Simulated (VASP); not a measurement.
Write the native input for VASP 6.6.1 that does the following.

* Task: single point
* Functional: RPBE
* Potentials or basis: VASP PAW PBE potentials, release 64 (Hg)
* Cutoff: 520 eV
* k mesh: 7 × 7 × 7
* Occupations: fermi-dirac, width 0.1 eV
* Spin: no spin polarisation
* Dipole correction: no
* Further INCAR settings: ALGO = Normal; EDIFF = 1e-06; NBANDS = 12

The structure of Hg lies in POSCAR:

```
Hg
1.0
    4.7305406916      0.0000000000      0.0000000000
    0.0000000000      4.7305406916      0.0000000000
    0.0000000000      0.0000000000      4.7305406916
Hg
1
Direct
    0.0000000000      0.0000000000      0.0000000000
```

This cell differs from its parent crystal: volume scaled by 0.92.

These files were run (other wordings do the same):

INCAR

```
SYSTEM = Hg
ALGO = Normal
EDIFF = 1E-6
ENCUT = 520
GGA = RP
ISIF = 2
ISMEAR = -1
LASPH = .True.
LCHARG = .True.
LELF = .True.
LREAL = .False.
LVHAR = .True.
LWAVE = .False.
NBANDS = 12
NELM = 80
PREC = Accurate
SIGMA = 0.1
```

KPOINTS

```
k-points
0
Gamma
  7 7 7
  0 0 0
```

Potentials or basis: VASP PAW PBE potentials, release 64 (Hg).

Run with:

```bash
$ cat potpaw_PBE.64/Hg/POTCAR > POTCAR
$ mpirun -np 1 vasp_std > vasp.out
```

It gave:

* Pressure: 0.0 GPa
* Band gap on the k mesh: 3.75 eV, indirect (least direct gap 4.56 eV)

Caveat: the PAW data sets were made with another functional, which shifts forces and pressure a little; spin-orbit coupling is left out, which moves the levels of the heavy elements.

Run time: 8.9 s on 1 thread of Intel(R) Xeon(R) Platinum 8375C CPU @ 2.90GHz (Ice Lake), with other jobs on the host, peak memory 0.21 GiB.
